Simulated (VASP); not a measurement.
# TePb2 (Fm-3m) in VASP: a series of runs

TePb2 is run at these levels: PBE; tasks: single point.

Everything below comes from runs of VASP 6.6.1. Logs are shortened: lines on timing, memory, paths and dates and some standing lists are left out, and cuts for length are marked.

**1. The cell of the first run**

It takes space group Fm-3m (No. 225, cubic). The conventional cell has a = 7.182 Å, b = 7.182 Å, c = 7.182 Å, α = 90.00°, β = 90.00°, γ = 90.00°. Te (site symmetry m-3m) has 8 Pb at 3.11 Å within 4.1 Å. Pb (site symmetry -43m) has 4 Te at 3.11 Å and 6 Pb at 3.59 Å within 4.1 Å.

**2. Single point, PBE**

The input, INCAR:

```
ALGO = Fast
EDIFF = 1E-6
ENCUT = 520
GGA = PE
ISIF = 2
ISMEAR = 0
LASPH = True
LCHARG = True
LELF = True
LREAL = False
LVHAR = True
LWAVE = False
NBANDS = 24
NELM = 100
PREC = Accurate
SIGMA = 0.1
```

The input, KPOINTS:

```
k-points
0
Gamma
  4 4 4
```

The input, POSCAR:

```
TePb2
1.0
    0.0000000000      3.5908039401      3.5908039401
    3.5908039401      0.0000000000      3.5908039401
    3.5908039401      3.5908039401      0.0000000000
Te Pb
1 2
Direct
    0.0000000000      0.0000000000      0.0000000000
    0.2500000000      0.2500000000      0.2500000000
    0.7500000000      0.7500000000      0.7500000000
```

Potentials or basis: VASP PAW PBE potentials, release 64 (Te, Pb_d).

Command:

```bash
cat potpaw_PBE.64/Te/POTCAR potpaw_PBE.64/Pb_d/POTCAR > POTCAR
mpirun -np 1 vasp_std > vasp.out
```

OUTCAR:

```text
EDIFF = 1E-6
   ENCUT = 520
   GGA = PE
   ISIF = 2
   ISMEAR = 0
   LASPH = True
   LREAL = False
   NELM = 100
   PREC = Accurate

 ion  position               nearest neighbor table
   1  0.000  0.000  0.000-   2 3.11   3 3.11   3 3.11   3 3.11   3 3.11   2 3.11   2 3.11   2 3.11

   2  0.250  0.250  0.250-   1 3.11   1 3.11   1 3.11   1 3.11   3 3.59   3 3.59   3 3.59   3 3.59
                             3 3.59   3 3.59
   3  0.750  0.750  0.750-   1 3.11   1 3.11   1 3.11   1 3.11   2 3.59   2 3.59   2 3.59   2 3.59
                             2 3.59   2 3.59

  LATTYP: Found a face centered cubic cell.
 ALAT       =     7.1816078802

  Lattice vectors:

 A1 = (   0.0000000000,   3.5908039401,   3.5908039401)
 A2 = (   3.5908039401,   0.0000000000,   3.5908039401)
 A3 = (   3.5908039401,   3.5908039401,   0.0000000000)

Analysis of symmetry for initial positions (statically):
=====================================================================
 Subroutine PRICEL returns:
 Original cell was already a primitive cell.

 Routine SETGRP: Setting up the symmetry group for a
 face centered cubic supercell.

 Subroutine GETGRP returns: Found 48 space group operations
 (whereof 48 operations were pure point group operations)
 out of a pool of 48 trial point group operations.

The static configuration has the point symmetry O_h .

Analysis of symmetry for dynamics (positions and initial velocities):
=====================================================================
 Subroutine PRICEL returns:
 Original cell was already a primitive cell.

 Routine SETGRP: Setting up the symmetry group for a
 face centered cubic supercell.

 Subroutine GETGRP returns: Found 48 space group operations
 (whereof 48 operations were pure point group operations)
 out of a pool of 48 trial point group operations.

The dynamic configuration has the point symmetry O_h .

 Subroutine INISYM returns: Found 48 space group operations
 (whereof 48 operations are pure point group operations),
 and found     1 'primitive' translations

----------------------------------------------------------------------------------------

                                     Primitive cell

  volume of cell :      92.5987

  direct lattice vectors                    reciprocal lattice vectors
     0.000000000  3.590803940  3.590803940    -0.139244584  0.139244584  0.139244584
     3.590803940  0.000000000  3.590803940     0.139244584 -0.139244584  0.139244584
     3.590803940  3.590803940  0.000000000     0.139244584  0.139244584 -0.139244584

  length of vectors
     5.078163632  5.078163632  5.078163632     0.241178694  0.241178694  0.241178694

  position of ions in fractional coordinates (direct lattice)
     0.000000000  0.000000000  0.000000000
     0.250000000  0.250000000  0.250000000
     0.750000000  0.750000000  0.750000000

  ion indices of the primitive-cell ions
   primitive index   ion index
                 1           1
                 2           2
                 3           3

----------------------------------------------------------------------------------------

 KPOINTS: k-points

Automatic generation of k-mesh.
 Grid dimensions read from file:
 generate k-points for:    4    4    4

 Generating k-lattice:

  Cartesian coordinates                     Fractional coordinates (reciprocal lattice)
    -0.034811146  0.034811146  0.034811146     0.250000000  0.000000000  0.000000000
     0.034811146 -0.034811146  0.034811146     0.000000000  0.250000000  0.000000000
     0.034811146  0.034811146 -0.034811146     0.000000000  0.000000000  0.250000000

  Length of vectors
     0.060294673  0.060294673  0.060294673

  Shift w.r.t. Gamma in fractional coordinates (k-lattice)
     0.000000000  0.000000000  0.000000000

 Subroutine IBZKPT returns following result:
 ===========================================

 Found      8 irreducible k-points:

 Following reciprocal coordinates:
            Coordinates               Weight
  0.000000  0.000000  0.000000      1.000000
  0.250000  0.000000  0.000000      8.000000
  0.500000  0.000000  0.000000      4.000000
  0.250000  0.250000  0.000000      6.000000
  0.500000  0.250000  0.000000     24.000000
 -0.250000  0.250000  0.000000     12.000000
  0.500000  0.500000  0.000000      3.000000
 -0.250000  0.500000  0.250000      6.000000
   k-points           NKPTS =      8   k-points in BZ     NKDIM =      8   number of bands    NBANDS=     24
   number of dos      NEDOS =    301   number of ions     NIONS =      3
   total plane-waves  NPLWV =  64000
   dimension x,y,z NGX =    40 NGY =   40 NGZ =   40
   dimension x,y,z NGXF=    80 NGYF=   80 NGZF=   80
   ions per type =               1   2
   NGX,Y,Z   is equivalent  to a cutoff of  13.09, 13.09, 13.09 a.u.
   NGXF,Y,Z  is equivalent  to a cutoff of  26.19, 26.19, 26.19 a.u.
 SYSTEM =  unknown system
   PREC   = accura    normal or accurate (medium, high low for compatibility)
   ISTART =      0    job   : 0-new  1-cont  2-samecut
   ICHARG =      2    charge: 1-file 2-atom 10-const
   ISPIN  =      1    spin polarized calculation?
   LNONCOLLINEAR =      F non collinear calculations
   LSORBIT =      F    spin-orbit coupling
   LASPH  =      T    aspherical Exc in radial PAW
   ENCUT  =  520.0 eV  38.22 Ry    6.18 a.u.   9.44  9.44  9.44*2*pi/ulx,y,z
   NELM   =    100;   NELMIN=  2; NELMDL= -5     # of ELM steps
   EDIFF  = 0.1E-05   stopping-criterion for ELM
   LREAL  =      F    real-space projection
   EDIFFG = 0.1E-04   stopping-criterion for IOM
   NSW    =      0    number of steps for IOM
   IBRION =     -1    ionic relax: 0-MD 1-quasi-New 2-CG
   NFREE  =      0    steps in history (QN), initial steepest desc. (CG)
   ISIF   =      2    stress and relaxation
   ISYM   =      2    0-nonsym 1-usesym 2-fastsym
   POTIM  = 0.5000    time-step for ionic-motion
   TEBEG  =    0.0;   TEEND  =   0.0 temperature during run
   PSTRESS=    0.0 pullay stress
   NELECT =      34.0000    total number of electrons
   NUPDOWN=      -1.0000    fix difference up-down
   EMIN   =  10.00;   EMAX   =-10.00  energy-range for DOS
   EFERMI =   0.00;   METHOD = LEGACY
   ISMEAR =     0;   SIGMA  =   0.10  broadening in eV -4-tet -1-fermi 0-gaus
   EFERMI_NEDOS =   21; number of points for ismear=-14 and -15
   IALGO  =     68    algorithm
   IMIX   =      4    mixing-type and parameters
     AMIX     =   0.40;   BMIX     =  1.00
     AMIX_MAG =   1.60;   BMIX_MAG =  1.00
  volume/ion in A,a.u.               =      30.87       208.30
  Fermi-wavevector in a.u.,A,eV,Ry     =   1.172284  2.215295 18.697798  1.374249
  Thomas-Fermi vector in A             =   2.308715
   LORBIT       =      0    0 simple, 1 ext, 2 COOP (PROOUT), +10 PAW based schemes
   GGA     = PE    functional components
   LHFCALC =     F    Hartree Fock is set to
   AEXX    =    0.0000 exact exchange contribution
   IVDW    =     0    specifies the selected vdW correction
   LEPSILON=     F    determine dielectric tensor
   LRPA    =     F    only Hartree local field effects (RPA)
 non-spin polarized calculation
 RMM-DIIS sequential band-by-band and
 Gauss-broadening in eV      SIGMA  =   0.10
  energy-cutoff  :      520.00
  volume of cell :       92.60
 maximum number of plane-waves:      2525
 NGX is ok and might be reduce to    40
   NGX = 19   NGY = 19   NGZ = 19

 number of electron      34.0000005 magnetization

 Free energy of the ion-electron system (eV)
  ---------------------------------------------------
  ext. energy  EPLUGINS =         0.00000000
  ---------------------------------------------------
  free energy    TOTEN  =        -9.46154178 eV

  energy without entropy =       -9.44927471  energy(sigma->0) =       -9.45540825

 E-fermi :   7.6084     XC(G=0):  -9.7642

 val. band max:        7.5171400201   @ k =   0.5000   0.5000   0.0000
 cond. band min:       7.6167811114   @ k =   0.2500   0.2500   0.0000
 fundamental gap:      0.0996410913
 Fermi energy:         7.6083928941

 k-point     1 :       0.0000    0.0000    0.0000
  band No.  band energies     occupation
      1      -9.9838      2.00000
      2      -9.9838      2.00000
      3      -9.9263      2.00000
      4      -9.9263      2.00000
      5      -9.9263      2.00000
      6      -9.7601      2.00000
[... 16 lines left out ...]
     23      12.3964      0.00000
     24      12.3967      0.00000

 k-point     2 :       0.2500    0.0000    0.0000
  band No.  band energies     occupation
      1      -9.9388      2.00000
      2      -9.9388      2.00000
      3      -9.9217      2.00000
      4      -9.8982      2.00000
      5      -9.8982      2.00000
      6      -9.7852      2.00000
[... 16 lines left out ...]
     23      14.4273      0.00000
     24      14.4900      0.00000

 k-point     3 :       0.5000    0.0000    0.0000
  band No.  band energies     occupation
      1      -9.9021      2.00000
      2      -9.8523      2.00000
      3      -9.8523      2.00000
      4      -9.8254      2.00000
      5      -9.8254      2.00000
      6      -9.8252      2.00000
[... 16 lines left out ...]
     23      13.3907      0.00000
     24      13.3907      0.00000

 k-point     4 :       0.2500    0.2500    0.0000
  band No.  band energies     occupation
      1      -9.9776      2.00000
      2      -9.9620      2.00000
      3      -9.8876      2.00000
      4      -9.8753      2.00000
      5      -9.8753      2.00000
      6      -9.7974      2.00000
[... 16 lines left out ...]
     23      12.8683      0.00000
     24      13.6697      0.00000

 k-point     5 :       0.5000    0.2500    0.0000
  band No.  band energies     occupation
      1      -9.9549      2.00000
      2      -9.9297      2.00000
      3      -9.8612      2.00000
      4      -9.8461      2.00000
      5      -9.8423      2.00000
      6      -9.8266      2.00000
[... 16 lines left out ...]
     23      13.7516      0.00000
     24      13.8990      0.00000

 k-point     6 :      -0.2500    0.2500    0.0000
  band No.  band energies     occupation
      1      -9.9320      2.00000
      2      -9.9264      2.00000
      3      -9.8824      2.00000
      4      -9.8402      2.00000
      5      -9.8342      2.00000
      6      -9.8276      2.00000
[... 16 lines left out ...]
     23      12.8430      0.00000
     24      14.2161      0.00000

 k-point     7 :       0.5000    0.5000    0.0000
  band No.  band energies     occupation
      1      -9.9943      2.00000
      2      -9.9715      2.00000
      3      -9.8788      2.00000
      4      -9.8373      2.00000
      5      -9.8373      2.00000
      6      -9.8199      2.00000
[... 16 lines left out ...]
     23      12.9011      0.00000
     24      13.8228      0.00000

 k-point     8 :      -0.2500    0.5000    0.2500
  band No.  band energies     occupation
      1      -9.9565      2.00000
      2      -9.9120      2.00000
      3      -9.9120      2.00000
      4      -9.8779      2.00000
      5      -9.8289      2.00000
      6      -9.8289      2.00000
[... 16 lines left out ...]
     23      13.8173      0.00000
     24      14.3495      0.00000

------------------------ aborting loop because EDIFF is reached ----------------------------------------

  FORCE on cell =-STRESS in cart. coord.  units (eV):
  Direction    XX          YY          ZZ          XY          YZ          ZX
  --------------------------------------------------------------------------------------
  -------------------------------------------------------------------------------------
  Total        6.0715970      6.0715970      6.0715970      0.0000000     -0.0000000      0.0000000
  in kB      105.0529960    105.0529960    105.0529960      0.0000000     -0.0000000      0.0000000
  external PRESSURE =     105.0529960 kB  Pullay stress =       0.0000000 kB

 VOLUME and BASIS-vectors are now :
 -----------------------------------------------------------------------------
  energy-cutoff  :      520.00
  volume of cell :       92.60
      direct lattice vectors                 reciprocal lattice vectors
     0.000000000  3.590803940  3.590803940    -0.139244584  0.139244584  0.139244584
     3.590803940  0.000000000  3.590803940     0.139244584 -0.139244584  0.139244584
     3.590803940  3.590803940  0.000000000     0.139244584  0.139244584 -0.139244584

 POSITION                                       TOTAL-FORCE (eV/Angst)
 -----------------------------------------------------------------------------------
      0.00000      0.00000      0.00000        -0.000000      0.000000     -0.000000
      1.79540      1.79540      1.79540         0.000000      0.000000      0.000000
      5.38621      5.38621      5.38621        -0.000000     -0.000000     -0.000000
 -----------------------------------------------------------------------------------
    total drift:                                0.000000     -0.000000      0.000000

  FREE ENERGIE OF THE ION-ELECTRON SYSTEM (eV)
  ---------------------------------------------------
  free  energy   TOTEN  =        -9.4615417770 eV

  energy  without entropy=       -9.4492747150  energy(sigma->0) =       -9.45540825
```

It took 20 s on 1 thread of Intel Xeon Platinum 8488C (Sapphire Rapids), shared host; peak memory 0.23 GiB.

Results:

```yaml
Free_energy: -9.4615 eV
Pressure: 10.5 GPa
Band_gap_on_the_k_mesh: zero (band 17 reaches 7.69 eV, above the bottom of band 18 at 5.97 eV)
```

Levels at points of the mesh, in eV from the Fermi level:
```csv
k point,band 15,band 16,band 17,band 18,band 19,band 20
"(0.00, 0.00, 0.00)",-3.35,-3.35,-1.64,-1.64,-1.64,2.90
"(0.50, 0.00, 0.00)",-4.18,-2.00,-0.72,-0.72,2.18,2.26
"(0.50, 0.50, 0.00)",-5.34,-2.25,-0.09,2.88,2.88,3.12
```

Caveat: the k points lie up to 0.38 Å⁻¹ apart; spin-orbit coupling is left out, which moves the levels of the heavy elements.

**3. Single point, PBE**

This run uses another cell than the first one, of 37.81 Å³/atom, 1.225 times its volume.

The input, INCAR:

```
SYSTEM = TePb2
ALGO     = Normal         ! electronic algorithm
EDIFF    = 1E-7           ! SCF threshold, eV
ENCUT    = 520            ! plane-wave cutoff, eV
GGA      = PE             ! functional
ISIF     = 2              ! what is computed and relaxed
ISMEAR   = 0              ! smearing method
LASPH    = .TRUE.         ! aspherical terms in the spheres
LCHARG   = .TRUE.         ! write CHGCAR
LELF     = .TRUE.         ! ELF
LREAL    = .FALSE.        ! projectors in reciprocal space
LVHAR    = .TRUE.       
LWAVE    = .FALSE.        ! write WAVECAR
NBANDS   = 24             ! bands
NELM     = 60             ! most SCF steps
PREC     = Accurate       ! precision mode
SIGMA    = 0.1            ! smearing width, eV
```

The input, KPOINTS:

```
k-points
0
G
  4 4 4
  0 0 0
```

The input, POSCAR:

```
TePb2
1.0
    0.0000000000      3.8420164542      3.8420164542
    3.8420164542      0.0000000000      3.8420164542
    3.8420164542      3.8420164542      0.0000000000
Te Pb
1 2
Direct
    0.0000000000      0.0000000000      0.0000000000
    0.2500000000      0.2500000000      0.2500000000
    0.7500000000      0.7500000000      0.7500000000
```

Potentials or basis: VASP PAW PBE potentials, release 64 (Te, Pb_d).

Command:

```bash
cat potpaw_PBE.64/Te/POTCAR potpaw_PBE.64/Pb_d/POTCAR > POTCAR
mpirun -np 1 vasp_std > vasp.out
```

OUTCAR:

```text
SYSTEM = TePb2
   EDIFF = 1E-7
   ENCUT = 520
   GGA = PE
   ISIF = 2
   ISMEAR = 0
   LASPH = .TRUE.
   LREAL = .FALSE.
   NELM = 60
   PREC = Accurate

 ion  position               nearest neighbor table
   1  0.000  0.000  0.000-   2 3.33   3 3.33   3 3.33   3 3.33   3 3.33   2 3.33   2 3.33   2 3.33

   2  0.250  0.250  0.250-   1 3.33   1 3.33   1 3.33   1 3.33   3 3.84   3 3.84   3 3.84   3 3.84
                             3 3.84   3 3.84
[... 395 lines left out ...]

  FORCE on cell =-STRESS in cart. coord.  units (eV):
  Direction    XX          YY          ZZ          XY          YZ          ZX
  --------------------------------------------------------------------------------------
  -------------------------------------------------------------------------------------
  Total        0.0130422      0.0130422      0.0130422     -0.0000000     -0.0000000      0.0000000
  in kB        0.1842274      0.1842274      0.1842274     -0.0000000     -0.0000000      0.0000000
  external PRESSURE =       0.1842274 kB  Pullay stress =       0.0000000 kB

 VOLUME and BASIS-vectors are now :
 -----------------------------------------------------------------------------
  energy-cutoff  :      520.00
  volume of cell :      113.42
      direct lattice vectors                 reciprocal lattice vectors
     0.000000000  3.842016454  3.842016454    -0.130139994  0.130139994  0.130139994
     3.842016454  0.000000000  3.842016454     0.130139994 -0.130139994  0.130139994
     3.842016454  3.842016454  0.000000000     0.130139994  0.130139994 -0.130139994

 POSITION                                       TOTAL-FORCE (eV/Angst)
 -----------------------------------------------------------------------------------
      0.00000      0.00000      0.00000        -0.000000      0.000000     -0.000000
      1.92101      1.92101      1.92101         0.000000     -0.000000     -0.000000
      5.76302      5.76302      5.76302        -0.000000      0.000000      0.000000
 -----------------------------------------------------------------------------------
    total drift:                                0.000000     -0.000000      0.000000

  FREE ENERGIE OF THE ION-ELECTRON SYSTEM (eV)
  ---------------------------------------------------
  free  energy   TOTEN  =       -10.0372407088 eV

  energy  without entropy=      -10.0283960996  energy(sigma->0) =      -10.03281840
```

Run time: 18 s. Hardware: 1 thread of Intel Xeon Platinum 8488C (Sapphire Rapids), shared host; peak memory 0.24 GiB.

What came out:

* Free energy: -10.0372 eV
* Pressure: 0.0 GPa
* Band gap on the k mesh: zero (band 17 reaches 5.67 eV, above the bottom of band 18 at 4.29 eV)

Levels at points of the mesh, in eV from the Fermi level:
| k point | band 15 | band 16 | band 17 | band 18 | band 19 | band 20 |
| --- | --- | --- | --- | --- | --- | --- |
| (0.00, 0.00, 0.00) | -2.95 | -2.95 | -1.25 | -1.25 | -1.25 | 2.58 |
| (0.50, 0.00, 0.00) | -3.58 | -2.26 | -0.47 | -0.47 | 1.43 | 1.80 |
| (0.50, 0.50, 0.00) | -4.44 | -1.88 | -0.82 | 2.20 | 2.20 | 2.57 |

Caveat: spin-orbit coupling is left out, which moves the levels of the heavy elements.
